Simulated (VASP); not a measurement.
A run of VASP 6.6.1 is set up as follows.

INCAR

```
PREC = Accurate ; ENCUT = 500
EDIFF = 1E-6 ; ISMEAR = 0
SIGMA = 0.01 ; LREAL = False
LASPH = True ; NELM = 120
ALGO = Normal ; ISIF = 2
LWAVE = False ; LCHARG = False
GGA = PE ; NBANDS = 15
GGA_COMPAT = False
```

File KPOINTS:

```
Automatic mesh
0
Gamma
  4 4 4
```

Contents of POSCAR:

```
CaS
1.0
    0.0000000000      2.9398652183      2.9398652183
    2.9398652183      0.0000000000      2.9398652183
    2.9398652183      2.9398652183      0.0000000000
Ca S
1 1
Direct
    0.0000000000      0.0000000000      0.0000000000
    0.5000000000      0.5000000000      0.5000000000
```

Potentials or basis: VASP PAW PBE potentials, release 64 (Ca_sv, S).

The run is started by

```console
$ cat potpaw_PBE.64/Ca_sv/POTCAR potpaw_PBE.64/S/POTCAR > POTCAR
$ mpirun -np 1 vasp_std > vasp.out
```

Q: What does it give for the pressure?

A: -4.0 GPa.

Q: Predict the band gap on the k mesh.

A: 2.53 eV, indirect (least direct gap 3.27 eV).

Caveat: the k points lie up to 0.46 Å⁻¹ apart. A k mesh can miss the band edges.
